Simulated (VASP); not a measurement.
Wanted: the native input for a VASP 6.6.1 run.

| Item | Value |
| --- | --- |
| Task | relaxation of cell and atoms |
| Functional | PBE |
| Potentials or basis | VASP PAW PBE potentials, release 64 (Hf_pv, Br) |
| Cutoff | 600 eV |
| k mesh | 18 × 18 × 12 |
| Occupations | gaussian, width 0.1 eV |
| Spin | no spin polarisation |
| Dipole correction | no |
| Further INCAR settings | ALGO = Normal; EDIFF = 1e-06; IBRION = 2; EDIFFG = -0.01; NSW = 100; ISIF = 3 |

The structure of HfBr lies in POSCAR:

```
HfBr
1.0
    3.3722622995      0.0000000000      0.0000000000
   -1.6861311497      2.9204648196      0.0000000000
    0.0000000000      0.0000000000      5.1381461653
Hf Br
1 1
Direct
    0.0000000000      0.0000000000      0.5000000000
    0.0000000000      0.0000000000      0.0000000000
```

The cell was generated, and may not be a known phase.

The input as run:

INCAR

```
SYSTEM = HfBr
ALGO = Normal ; EDIFF = 1E-6
EDIFFG = -0.01 ; ENCUT = 600
GGA = PE ; IBRION = 2
ISIF = 3 ; ISMEAR = 0
LASPH = .TRUE. ; LCHARG = .FALSE.
LREAL = .FALSE. ; LWAVE = .FALSE.
NELM = 80 ; NSW = 100
PREC = Accurate ; SIGMA = 0.1
```

KPOINTS

```
k-points
0
G
  18 18 12
  0 0 0
```

Potentials or basis: VASP PAW PBE potentials, release 64 (Hf_pv, Br).

Launch:

```bash
$ cat potpaw_PBE.64/Hf_pv/POTCAR potpaw_PBE.64/Br/POTCAR > POTCAR
$ mpirun -np 1 vasp_std > vasp.out
```

It gave:

```
Relaxed volume                        : 25.37 Å³/atom
Relaxed cell                          : a = 3.377 Å, b = 3.377 Å, c = 5.136 Å, α = 90.00°, β = 90.00°, γ = 120.00°
Space group after relaxing (to 0.1 Å) : P6/mmm (No. 191)
Energy gained by relaxing             : 0.1 meV/atom
Ionic steps                           : 5
Pressure after relaxing               : 0.0 GPa
Band gap on the k mesh                : zero (an odd number of electrons rules out a gap without spin polarisation)
```

Caveat: spin-orbit coupling is left out, which moves the levels of the heavy elements; an odd number of electrons without spin polarisation forces a metal; a magnetic or distorted state may lie lower.

Run time: 11 min on 1 thread of Intel Xeon 8259CL (shared host), peak memory 0.37 GiB.
